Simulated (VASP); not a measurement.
# TiB2 (P6/mmm) in VASP: elastic constants with PBEsol

Aim: the elastic constants of TiB2 with PBEsol.

Program: VASP 6.6.1. These are calculated values, not measurements. Logs are shortened: lines on timing, memory, paths and dates and some standing lists are left out, and cuts for length are marked.

## 1. The cell of the first run

It takes space group P6/mmm (No. 191, hexagonal). The conventional cell has a = 2.995 Å, b = 2.995 Å, c = 3.152 Å, α = 90.00°, β = 90.00°, γ = 120.00°. Ti (site symmetry 6/mmm) has 12 B at 2.34 Å and 8 Ti at 3.00 to 3.15 Å within 3.2 Å. B (site symmetry -6m2) has 3 B at 1.73 Å and 6 Ti at 2.34 Å within 2.4 Å.

## 2. Elastic constants, PBEsol

File INCAR:

```
SYSTEM = TiB2
PREC = Accurate
ENCUT = 600
EDIFF = 1E-8
ISMEAR = -1
SIGMA = 0.05
LREAL = .FALSE.
LASPH = .TRUE.
NELM = 60
ALGO = Normal
ISIF = 3
LWAVE = .FALSE.
LCHARG = .FALSE.
GGA = PS
IBRION = 6
NFREE = 2
POTIM = 0.015
NSW = 1
```

File KPOINTS:

```
Automatic mesh
0
G
  16 16 14
  0 0 0
```

File POSCAR:

```
TiB2
1.0
    2.9951508120      0.0000000000      0.0000000000
   -1.4975754060      2.5938766913      0.0000000000
    0.0000000000      0.0000000000      3.1518280273
Ti B
1 2
Direct
    0.0000000000      0.0000000000      0.0000000000
    0.3333333333      0.6666666667      0.5000000000
    0.6666666667      0.3333333333      0.5000000000
```

Potentials or basis: VASP PAW PBE potentials, release 64 (Ti_sv, B).

On the command line:

```bash
cat potpaw_PBE.64/Ti_sv/POTCAR potpaw_PBE.64/B/POTCAR > POTCAR
mpirun -np 1 vasp_std > vasp.out
```

OUTCAR:

```text
SYSTEM = TiB2
   PREC = Accurate
   ENCUT = 600
   EDIFF = 1E-8
   ISMEAR = -1
   LREAL = .FALSE.
   LASPH = .TRUE.
   NELM = 60
   ISIF = 3
   GGA = PS
   IBRION = 6
   NFREE = 2
   POTIM = 0.015
   NSW = 1

 ion  position               nearest neighbor table
   1  0.000  0.000  0.000-   2 2.34   3 2.34   2 2.34   3 2.34   2 2.34   2 2.34   3 2.34   3 2.34
                             3 2.34   3 2.34   2 2.34   2 2.34
   2  0.333  0.667  0.500-   3 1.73   3 1.73   3 1.73   1 2.34   1 2.34   1 2.34   1 2.34   1 2.34
                             1 2.34
   3  0.667  0.333  0.500-   2 1.73   2 1.73   2 1.73   1 2.34   1 2.34   1 2.34   1 2.34   1 2.34
                             1 2.34

  LATTYP: Found a hexagonal cell.
 ALAT       =     2.9951508120
 C/A-ratio  =     1.0523102926

  Lattice vectors:

 A1 = (   2.9951508120,   0.0000000000,   0.0000000000)
 A2 = (  -1.4975754060,   2.5938766913,   0.0000000000)
 A3 = (   0.0000000000,   0.0000000000,   3.1518280273)

Analysis of symmetry for initial positions (statically):
=====================================================================
 Subroutine PRICEL returns:
 Original cell was already a primitive cell.

 Routine SETGRP: Setting up the symmetry group for a
 hexagonal supercell.

 Subroutine GETGRP returns: Found 24 space group operations
 (whereof 24 operations were pure point group operations)
 out of a pool of 24 trial point group operations.

The static configuration has the point symmetry D_6h.

Analysis of symmetry for dynamics (positions and initial velocities):
=====================================================================
 Subroutine PRICEL returns:
 Original cell was already a primitive cell.

 Routine SETGRP: Setting up the symmetry group for a
 hexagonal supercell.

 Subroutine GETGRP returns: Found 24 space group operations
 (whereof 24 operations were pure point group operations)
 out of a pool of 24 trial point group operations.

The dynamic configuration has the point symmetry D_6h.

 Subroutine INISYM returns: Found 24 space group operations
 (whereof 24 operations are pure point group operations),
 and found     1 'primitive' translations

----------------------------------------------------------------------------------------

                                     Primitive cell

  volume of cell :      24.4867

  direct lattice vectors                    reciprocal lattice vectors
     2.995150812  0.000000000  0.000000000     0.333873004  0.192761669  0.000000000
    -1.497575406  2.593876691  0.000000000     0.000000000  0.385523338  0.000000000
     0.000000000  0.000000000  3.151828027     0.000000000  0.000000000  0.317276194

  length of vectors
     2.995150812  2.995150812  3.151828027     0.385523338  0.385523338  0.317276194

  position of ions in fractional coordinates (direct lattice)
     0.000000000  0.000000000  0.000000000
     0.333333333  0.666666667  0.500000000
     0.666666667  0.333333333  0.500000000

  ion indices of the primitive-cell ions
   primitive index   ion index
                 1           1
                 2           2
                 3           3

----------------------------------------------------------------------------------------

 KPOINTS: Automatic mesh

Automatic generation of k-mesh.
 Grid dimensions read from file:
 generate k-points for:   16   16   14

 Generating k-lattice:

  Cartesian coordinates                     Fractional coordinates (reciprocal lattice)
     0.020867063  0.012047604  0.000000000     0.062500000  0.000000000  0.000000000
     0.000000000  0.024095209  0.000000000     0.000000000  0.062500000  0.000000000
     0.000000000  0.000000000  0.022662585     0.000000000  0.000000000  0.071428571

  Length of vectors
     0.024095209  0.024095209  0.022662585

  Shift w.r.t. Gamma in fractional coordinates (k-lattice)
     0.000000000  0.000000000  0.000000000

 Subroutine IBZKPT returns following result:
 ===========================================

 Found    240 irreducible k-points:

 Following reciprocal coordinates:
            Coordinates               Weight
  0.000000  0.000000  0.000000      1.000000
[... 68 lines left out ...]
   LHFCALC =     F    Hartree Fock is set to
   AEXX    =    0.0000 exact exchange contribution
   IVDW    =     0    specifies the selected vdW correction
   LEPSILON=     F    determine dielectric tensor
   LRPA    =     F    only Hartree local field effects (RPA)
 finite differences with symmetry
 non-spin polarized calculation
  energy-cutoff  :      600.00
  volume of cell :       24.49
 maximum number of plane-waves:       838
 NGX is ok and might be reduce to    24
   NGX = 11   NGY = 11   NGZ = 13

--------------------------------------- Ionic step        1  -------------------------------------------

 number of electron      18.0000003 magnetization

 Free energy of the ion-electron system (eV)
  ---------------------------------------------------
  ext. energy  EPLUGINS =         0.00000000
  ---------------------------------------------------
  free energy    TOTEN  =       -25.78161136 eV

  energy without entropy =      -25.77950069  energy(sigma->0) =      -25.78055603

------------------------ aborting loop because EDIFF is reached ----------------------------------------

  FORCE on cell =-STRESS in cart. coord.  units (eV):
  Direction    XX          YY          ZZ          XY          YZ          ZX
  --------------------------------------------------------------------------------------
  -------------------------------------------------------------------------------------
  Total        1.1229094      1.1229094      1.1053260      0.0000000     -0.0000000      0.0000000
  in kB       73.4724880     73.4724880     72.3219998      0.0000000     -0.0000000      0.0000000
  external PRESSURE =      73.0889920 kB  Pullay stress =       0.0000000 kB
[... 92 lines left out ...]
  FREE ENERGIE OF THE ION-ELECTRON SYSTEM (eV)
  ---------------------------------------------------
  free  energy   TOTEN  =       -25.7517292411 eV

  energy  without entropy=      -25.7497017236  energy(sigma->0) =      -25.75071548

[... ionic steps 4 to 18 ...]

--------------------------------------- Ionic step       19  -------------------------------------------

 number of electron      18.0000003 magnetization

------------------------ aborting loop because EDIFF is reached ----------------------------------------
[... 69 lines left out ...]
--------------------------------------- Ionic step       21  -------------------------------------------

 number of electron      18.0000003 magnetization

 Free energy of the ion-electron system (eV)
  ---------------------------------------------------
  ext. energy  EPLUGINS =         0.00000000
  ---------------------------------------------------
  free energy    TOTEN  =       -25.78038470 eV

  energy without entropy =      -25.77825869  energy(sigma->0) =      -25.77932170

 E-fermi :  10.4322     XC(G=0): -13.1009

 val. band max:       10.4023778295   @ k =   0.0625   0.0625   0.3571
 cond. band min:      10.4373249910   @ k =  -0.0000   0.0625   0.3571
 fundamental gap:      0.0349471615
 Fermi energy:        10.4322076302

 k-point     1 :       0.0000    0.0000    0.0000
  band No.  band energies     occupation
      1     -46.1429      2.00000
      2     -22.6059      2.00000
      3     -22.2713      2.00000
      4     -22.2713      2.00000
      5      -3.2808      2.00000
      6       7.6429      2.00000
      7       7.6429      2.00000
      8       8.1662      2.00000
      9       8.2826      2.00000
     10      12.4648      0.00000
     11      12.4648      0.00000
     12      14.4145      0.00000
     13      14.4145      0.00000
[... 354 lines left out ...]
  band No.  band energies     occupation
      1     -46.0849      2.00000
      2     -22.6373      2.00000
      3     -22.5337      2.00000
      4     -22.4245      2.00000
      5      -0.6524      2.00000
      6       3.6333      2.00000
      7       5.1770      2.00000
      8       7.4838      2.00000
      9      10.0288      1.99937
     10      10.7215      0.00613
     11      11.8083      0.00000
     12      13.7278      0.00000
     13      15.9796      0.00000

 [... further k-points ...]

------------------------ aborting loop because EDIFF is reached ----------------------------------------

  FORCE on cell =-STRESS in cart. coord.  units (eV):
  Direction    XX          YY          ZZ          XY          YZ          ZX
  --------------------------------------------------------------------------------------
  -------------------------------------------------------------------------------------
  Total        1.1250759      1.1250759      1.1073866      0.0000000      0.0000000      0.0000000
  in kB       73.6142482     73.6142482     72.4568238      0.0000000      0.0000000      0.0000000
  external PRESSURE =      73.2284401 kB  Pullay stress =       0.0000000 kB
[... 18 lines left out ...]
  FREE ENERGIE OF THE ION-ELECTRON SYSTEM (eV)
  ---------------------------------------------------
  free  energy   TOTEN  =       -25.7803847024 eV

  energy  without entropy=      -25.7782586882  energy(sigma->0) =      -25.77932170

 INTERNAL STRAIN TENSORS FROM STRAINED CELLS
 ============================================

 INTERNAL STRAIN TENSOR FOR ION    1 for displacements in x,y,z  (eV/Angst):
          X           Y           Z          XY          YZ          ZX
  --------------------------------------------------------------------------------
  x     0.00000    -0.00000     0.00000    -0.00000     0.00000    -0.00000
  y     0.00000     0.00000     0.00000     0.00000     0.00000     0.00000
  z     0.00000     0.00000    -0.00000     0.00000     0.00000     0.00000

 INTERNAL STRAIN TENSORS FROM DISPLACED ATOMS
 ============================================

 INTERNAL STRAIN TENSOR FOR ION    1 for displacements in x,y,z  (eV/Angst):
          X           Y           Z          XY          YZ          ZX
  --------------------------------------------------------------------------------
  x     0.00000     0.00000     0.00000     0.00000     0.00000     0.00000
  y     0.00000     0.00000     0.00000     0.00000     0.00000     0.00000
  z     0.00000     0.00000     0.00000     0.00000     0.00000     0.00000

 INTERNAL STRAIN TENSOR FOR ION    3 for displacements in x,y,z  (eV/Angst):
          X           Y           Z          XY          YZ          ZX
  --------------------------------------------------------------------------------
  x     0.00000     0.00000     0.00000     4.08728     0.00000     0.00000
  y     4.08728    -4.08728    -0.00000    -0.00000     0.00000     0.00000
  z     0.00000     0.00000     0.00000     0.00000     0.00000     0.00000

 Eigenvectors and eigenvalues of the dynamical matrix
 ----------------------------------------------------

   1 f  =   28.132954 THz   176.764561 2PiTHz  938.414323 cm-1   116.348495 meV
             X         Y         Z           dx          dy          dz
      0.000000  0.000000  0.000000     0.000000    0.000000   -0.000000
     -0.000000  1.729251  1.575914     0.707107    0.000005    0.000000
      1.497575  0.864626  1.575914    -0.707107   -0.000005    0.000000
[... 43 lines left out ...]
   9 f/i=    0.001535 THz     0.009648 2PiTHz    0.051218 cm-1     0.006350 meV
             X         Y         Z           dx          dy          dz
      0.000000  0.000000  0.000000     0.000000    0.000000   -0.829949
     -0.000000  1.729251  1.575914     0.000000    0.000000   -0.394452
      1.497575  0.864626  1.575914     0.000000    0.000000   -0.394452

--------------------------------------------------------------------------------------------------------

 ELASTIC MODULI CONTR FROM IONIC RELAXATION (kBar)
 Direction    XX          YY          ZZ          XY          YZ          ZX
 --------------------------------------------------------------------------------
 XX         -62.4430     62.4430      0.0000     -0.0000      0.0000      0.0000
 YY          62.4430    -62.4430     -0.0000      0.0000      0.0000      0.0000
 ZZ           0.0000     -0.0000     -0.0000      0.0000      0.0000      0.0000
 XY          -0.0000      0.0000      0.0000    -62.4430      0.0000      0.0000
 YZ           0.0000      0.0000      0.0000      0.0000      0.0000      0.0000
 ZX           0.0000      0.0000      0.0000      0.0000      0.0000      0.0000
 --------------------------------------------------------------------------------

 TOTAL ELASTIC MODULI (kBar)
 Direction    XX          YY          ZZ          XY          YZ          ZX
 --------------------------------------------------------------------------------
 XX        7233.1667    749.6306   1209.1914     -0.0000      0.0000      0.0000
 YY         749.6306   7233.1667   1209.1914      0.0000      0.0000     -0.0000
 ZZ        1209.1914   1209.1914   5112.4403      0.0000     -0.0000     -0.0000
 XY          -0.0000      0.0000      0.0000   3241.7681      0.0000      0.0000
 YZ           0.0000      0.0000     -0.0000      0.0000   3001.1074      0.0000
 ZX           0.0000      0.0000     -0.0000     -0.0000      0.0000   3001.1071
 --------------------------------------------------------------------------------
```

Wall time 87 min (1 thread of AMD EPYC 9755, shared host); peak memory 0.78 GiB.

Results:

| Item | Value |
| --- | --- |
| Voigt bulk modulus | 288 GPa |
| Highest phonon frequency at Γ | 938 cm⁻¹ |

Phonon frequencies in cm⁻¹ (negative: imaginary):
```
              q point                    frequencies
(0.000, 0.000, 0.000)  0 0 0 546 546 556 579 938 938
```

Elastic tensor in Voigt notation (GPa, in the Cartesian axes of the cell as first typed):
```
723  75 121   0   0   0
 75 723 121   0   0   0
121 121 511   0   0   0
  0   0   0 300   0   0
  0   0   0   0 300   0
  0   0   0   0   0 324
```

Clamped-ion elastic tensor (GPa):
```
730  69 121   0   0   0
 69 730 121   0   0   0
121 121 511   0   0   0
  0   0   0 300   0   0
  0   0   0   0 300   0
  0   0   0   0   0 330
```

Caveat: the cell is under stress, which shifts elastic constants; the PAW data sets were made with another functional, which shifts forces and pressure a little.
